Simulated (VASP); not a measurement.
# ZnCu (Pmmm) in VASP: a series of runs

The runs below take ZnCu through single point, with PBEsol.

All numbers are computed with VASP 6.6.1; they aren't measurements. Logs are shortened: lines on timing, memory, paths and dates and some standing lists are left out, and cuts for length are marked.

## Step 1: The cell of the first run

Symmetry: Pmmm, No. 47, orthorhombic system. The conventional cell has a = 2.886 Å, b = 2.945 Å, c = 3.004 Å, α = 90.00°, β = 90.00°, γ = 90.00°. Zn (site symmetry mmm) has 8 Cu at 2.55 Å and 6 Zn at 2.89 to 3.00 Å within 3.4 Å. Within 3.4 Å of Cu (site symmetry mmm) lie 8 Zn at 2.55 Å and 6 Cu at 2.89 to 3.00 Å.

## Step 2: Single point, PBEsol (strain -0.0200 x Voigt [1, -1, 0, 0, 0, 0])

Input file INCAR:

```
  PREC = Accurate
  ENCUT = 520
  EDIFF = 1E-6
  ISMEAR = 0
  SIGMA = 0.15
  LREAL = False
  LASPH = True
  NELM = 60
  ALGO = Fast
  ISIF = 2
  LWAVE = False
  LCHARG = False
  GGA = PS
  NBANDS = 18
```

Input file KPOINTS:

```
regular mesh
0
Gamma
  16 16 16
```

Input file POSCAR:

```
ZnCu
1.0
    2.8861000000      0.0000000000      0.0000000000
    0.0000000000      3.0039000000      0.0000000000
    0.0000000000      0.0000000000      2.9450000000
Zn Cu
1 1
Direct
    0.5000000000      0.5000000000      0.5000000000
    0.0000000000      0.0000000000      0.0000000000
```

Potentials or basis: VASP PAW PBE potentials, release 64 (Zn, Cu).

Command:

```bash
cat potpaw_PBE.64/Zn/POTCAR potpaw_PBE.64/Cu/POTCAR > POTCAR
mpirun -np 1 vasp_std > vasp.out
```

OUTCAR:

```text
PREC = Accurate
   ENCUT = 520
   EDIFF = 1E-6
   ISMEAR = 0
   LREAL = False
   LASPH = True
   NELM = 60
   ISIF = 2
   GGA = PS

 ion  position               nearest neighbor table
   1  0.500  0.500  0.500-   2 2.55   2 2.55   2 2.55   2 2.55   2 2.55   2 2.55   2 2.55   2 2.55

   2  0.000  0.000  0.000-   1 2.55   1 2.55   1 2.55   1 2.55   1 2.55   1 2.55   1 2.55   1 2.55

  LATTYP: Found a simple orthorhombic cell.
 ALAT       =     2.8861000000
 B/A-ratio  =     1.0204081633
 C/A-ratio  =     1.0408163265

  Lattice vectors:

 A1 = (  -2.8861000000,   0.0000000000,   0.0000000000)
 A2 = (   0.0000000000,   0.0000000000,   2.9450000000)
 A3 = (   0.0000000000,   3.0039000000,   0.0000000000)

Analysis of symmetry for initial positions (statically):
=====================================================================
 Subroutine PRICEL returns:
 Original cell was already a primitive cell.

 Routine SETGRP: Setting up the symmetry group for a
 simple orthorhombic supercell.

 Subroutine GETGRP returns: Found  8 space group operations
 (whereof  8 operations were pure point group operations)
 out of a pool of  8 trial point group operations.

The static configuration has the point symmetry D_2h.

Analysis of symmetry for dynamics (positions and initial velocities):
=====================================================================
 Subroutine PRICEL returns:
 Original cell was already a primitive cell.

 Routine SETGRP: Setting up the symmetry group for a
 simple orthorhombic supercell.

 Subroutine GETGRP returns: Found  8 space group operations
 (whereof  8 operations were pure point group operations)
 out of a pool of  8 trial point group operations.

The dynamic configuration has the point symmetry D_2h.

 Subroutine INISYM returns: Found  8 space group operations
 (whereof  8 operations are pure point group operations),
 and found     1 'primitive' translations

----------------------------------------------------------------------------------------

                                     Primitive cell

  volume of cell :      25.5318

  direct lattice vectors                    reciprocal lattice vectors
     2.886100000  0.000000000  0.000000000     0.346488341  0.000000000  0.000000000
     0.000000000  3.003900000  0.000000000     0.000000000  0.332900563  0.000000000
     0.000000000  0.000000000  2.945000000     0.000000000  0.000000000  0.339558574

[... 82 lines left out ...]
   NELM   =     60;   NELMIN=  2; NELMDL= -5     # of ELM steps
   EDIFF  = 0.1E-05   stopping-criterion for ELM
   LREAL  =      F    real-space projection
   EDIFFG = 0.1E-04   stopping-criterion for IOM
   NSW    =      0    number of steps for IOM
   IBRION =     -1    ionic relax: 0-MD 1-quasi-New 2-CG
   NFREE  =      0    steps in history (QN), initial steepest desc. (CG)
   ISIF   =      2    stress and relaxation
   ISYM   =      2    0-nonsym 1-usesym 2-fastsym
   POTIM  = 0.5000    time-step for ionic-motion
   TEBEG  =    0.0;   TEEND  =   0.0 temperature during run
   PSTRESS=    0.0 pullay stress
   NELECT =      23.0000    total number of electrons
   NUPDOWN=      -1.0000    fix difference up-down
   EMIN   =  10.00;   EMAX   =-10.00  energy-range for DOS
   EFERMI =   0.00;   METHOD = LEGACY
   ISMEAR =     0;   SIGMA  =   0.15  broadening in eV -4-tet -1-fermi 0-gaus
   EFERMI_NEDOS =   21; number of points for ismear=-14 and -15
   IALGO  =     68    algorithm
   IMIX   =      4    mixing-type and parameters
     AMIX     =   0.40;   BMIX     =  1.00
     AMIX_MAG =   1.60;   BMIX_MAG =  1.00
  volume/ion in A,a.u.               =      12.77        86.15
  Fermi-wavevector in a.u.,A,eV,Ry     =   1.581090  2.987828 34.012485  2.499847
  Thomas-Fermi vector in A             =   2.681219
   LORBIT       =      0    0 simple, 1 ext, 2 COOP (PROOUT), +10 PAW based schemes
   GGA     = PS    functional components
   LHFCALC =     F    Hartree Fock is set to
   AEXX    =    0.0000 exact exchange contribution
   IVDW    =     0    specifies the selected vdW correction
   LEPSILON=     F    determine dielectric tensor
   LRPA    =     F    only Hartree local field effects (RPA)
 non-spin polarized calculation
 RMM-DIIS sequential band-by-band and
 Gauss-broadening in eV      SIGMA  =   0.15
  energy-cutoff  :      520.00
  volume of cell :       25.53
 maximum number of plane-waves:       713
 NGX is ok and might be reduce to    24
   NGX = 11   NGY = 11   NGZ = 11

 number of electron      22.9999998 magnetization

 Free energy of the ion-electron system (eV)
  ---------------------------------------------------
  ext. energy  EPLUGINS =         0.00000000
  ---------------------------------------------------
  free energy    TOTEN  =        -6.08685864 eV

  energy without entropy =       -6.08086657  energy(sigma->0) =       -6.08386261

 E-fermi :   5.3608     XC(G=0): -12.5679

 val. band max:        5.3570884316   @ k =   0.2500   0.4375   0.5000
 cond. band min:       5.3663590588   @ k =   0.4375   0.2500   0.3125
 fundamental gap:      0.0092706272
 Fermi energy:         5.3608283148

 k-point     1 :       0.0000    0.0000    0.0000
  band No.  band energies     occupation
      1      -5.0024      2.00000
      2      -2.4655      2.00000
      3      -2.4473      2.00000
      4      -1.7817      2.00000
      5      -1.7530      2.00000
      6      -1.7286      2.00000
[... 481 lines left out ...]
      5      -1.7953      2.00000
      6      -1.7495      2.00000
[... 10 lines left out ...]
     17      20.0792      0.00000
     18      22.1718      0.00000

 [... further k-points ...]

------------------------ aborting loop because EDIFF is reached ----------------------------------------

  FORCE on cell =-STRESS in cart. coord.  units (eV):
  Direction    XX          YY          ZZ          XY          YZ          ZX
  --------------------------------------------------------------------------------------
  -------------------------------------------------------------------------------------
  Total       -0.5858907     -0.6011950     -0.5856297      0.0000000      0.0000000     -0.0000000
  in kB      -36.7658843    -37.7262619    -36.7495060      0.0000000      0.0000000     -0.0000000
  external PRESSURE =     -37.0805507 kB  Pullay stress =       0.0000000 kB

 VOLUME and BASIS-vectors are now :
 -----------------------------------------------------------------------------
  energy-cutoff  :      520.00
  volume of cell :       25.53
      direct lattice vectors                 reciprocal lattice vectors
     2.886100000  0.000000000  0.000000000     0.346488341  0.000000000  0.000000000
     0.000000000  3.003900000  0.000000000     0.000000000  0.332900563  0.000000000
     0.000000000  0.000000000  2.945000000     0.000000000  0.000000000  0.339558574

 POSITION                                       TOTAL-FORCE (eV/Angst)
 -----------------------------------------------------------------------------------
      1.44305      1.50195      1.47250         0.000000      0.000000      0.000000
      0.00000      0.00000      0.00000         0.000000      0.000000      0.000000
 -----------------------------------------------------------------------------------
    total drift:                                0.000000      0.000000     -0.000000

  FREE ENERGIE OF THE ION-ELECTRON SYSTEM (eV)
  ---------------------------------------------------
  free  energy   TOTEN  =        -6.0868586447 eV

  energy  without entropy=       -6.0808665722  energy(sigma->0) =       -6.08386261
```

stdout:

```text
POSCAR found type information on POSCAR ZnCu
 POSCAR found :  2 types and       2 ions
 scaLAPACK will be used
 -----------------------------------------------------------------------------
|                                                                             |
|                                                                             |
|     You enforced a specific xc type in the INCAR file but a different       |
|     I HOPE YOU KNOW WHAT YOU ARE DOING!                                     |
|                                                                             |
 -----------------------------------------------------------------------------

 LDA part: xc-table for (Slater+PW92), standard interpolation
 POSCAR, INCAR and KPOINTS ok, starting setup
 FFT: planning ... GRIDC
 FFT: planning ... GRID_SOFT
 FFT: planning ... GRID
 WAVECAR not read
 entering main loop
WARNING in EDDRMM: call to ZHEGV failed, returncode =   6  3     15
```

Wall time 3.7 min (1 thread of Intel Xeon 6975P-C (Granite Rapids), shared host); peak memory 0.44 GiB.

What came out:

```yaml
Free_energy: -6.0869 eV
Pressure: -3.7 GPa
Band_gap_on_the_k_mesh: zero (an odd number of electrons rules out a gap without spin polarisation)
```

Caveat: the cell differs from its parent crystal (strain -0.0200 x Voigt [1, -1, 0, 0, 0, 0]); the cell stands under tension; the PAW data sets were made with another functional, which shifts forces and pressure a little.

(Part 1 of 3 ends here.)
